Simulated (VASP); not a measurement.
SrTiO3, 5 atoms in the cell. Symmetry: Pm-3m, No. 221, cubic system. Conventional cell: a = 3.825 Å, b = 3.825 Å, c = 3.825 Å, α = 90.00°, β = 90.00°, γ = 90.00°. Sr (site symmetry m-3m) has 12 O at 2.70 Å and 8 Ti at 3.31 Å within 3.6 Å. Ti (site symmetry m-3m) has 6 O at 1.91 Å within 2.5 Å. O (site symmetry 4/mmm) has 2 Ti at 1.91 Å within 2.5 Å.  This cell differs from its parent crystal: volume scaled by 0.94, then relaxed in part.

```yaml
Program: VASP 6.6.1
Task: single point
Functional: PBE
Potentials_or_basis: VASP PAW PBE potentials, release 64 (Sr_sv, Ti_sv, O)
Cutoff: 600 eV
k_mesh: 8 × 8 × 8
Occupations: fermi-dirac, width 0.02 eV
Spin: no spin polarisation
Dipole_correction: no
Further_INCAR_settings: ALGO = Normal; EDIFF = 1e-06; NBANDS = 28
```

Potentials or basis: VASP PAW PBE potentials, release 64 (Sr_sv, Ti_sv, O).

Command:

```bash
$ cat potpaw_PBE.64/Sr_sv/POTCAR potpaw_PBE.64/Ti_sv/POTCAR potpaw_PBE.64/O/POTCAR > POTCAR
$ mpirun -np 1 vasp_std > vasp.out
```

Hardware: 1 thread of AMD EPYC 9R45 96-Core Processor (Zen 5) (shared host).

How long does it take, and how much memory?

Wall time 37 s on 1 thread of AMD EPYC 9R45 96-Core Processor (Zen 5), on a shared host, peak memory 0.19 GiB. Counts: scf iterations 17, k points 35.
